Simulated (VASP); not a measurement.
Wanted: the native input for a VASP 6.6.1 run.

- Task: single point
- Functional: PBEsol
- Potentials or basis: VASP PAW PBE potentials, release 64 (Ti_sv, Al)
- Cutoff: 520 eV
- k mesh: 14 × 14 × 14
- Occupations: gaussian, width 0.15 eV
- Spin: no spin polarisation
- Dipole correction: no
- Further INCAR settings: ALGO = Normal; EDIFF = 1e-06; NBANDS = 14

The structure of TiAl lies in POSCAR:

```
TiAl
1.0
    3.1563759507      0.0000000000      0.0000000000
    0.0000000000      3.3877383079      0.0000000000
    0.0000000000      0.0000000000      3.1563759507
Ti Al
1 1
Direct
    0.0000000000      0.0000000000      0.0000000000
    0.5000000000      0.5000000000      0.5000000000
```

This cell differs from its parent crystal: normal strain along x +0.0000, normal strain along y +0.0733.

The input as run:

INCAR

```
  ALGO = Normal
  EDIFF = 1E-6
  ENCUT = 520
  GGA = PS
  ISIF = 2
  ISMEAR = 0
  LASPH = T
  LCHARG = F
  LREAL = F
  LWAVE = F
  NBANDS = 14
  NELM = 100
  PREC = Accurate
  SIGMA = 0.15
```

KPOINTS

```
k-points
0
Gamma
  14 14 14
```

Potentials or basis: VASP PAW PBE potentials, release 64 (Ti_sv, Al).

The run is started by

```sh
$ cat potpaw_PBE.64/Ti_sv/POTCAR potpaw_PBE.64/Al/POTCAR > POTCAR
$ mpirun -np 1 vasp_std > vasp.out
```

Results of the run:

```
Pressure : -7.2 GPa
```

Caveat: the cell differs from its parent crystal (normal strain along x +0.0000, normal strain along y +0.0733); the PAW data sets were made with another functional, which shifts forces and pressure a little.

It took 69 s on 1 thread of Intel(R) Xeon(R) Platinum 8259CL CPU @ 2.50GHz (Skylake/Cascade Lake), with other jobs on the host, peak memory 0.25 GiB.
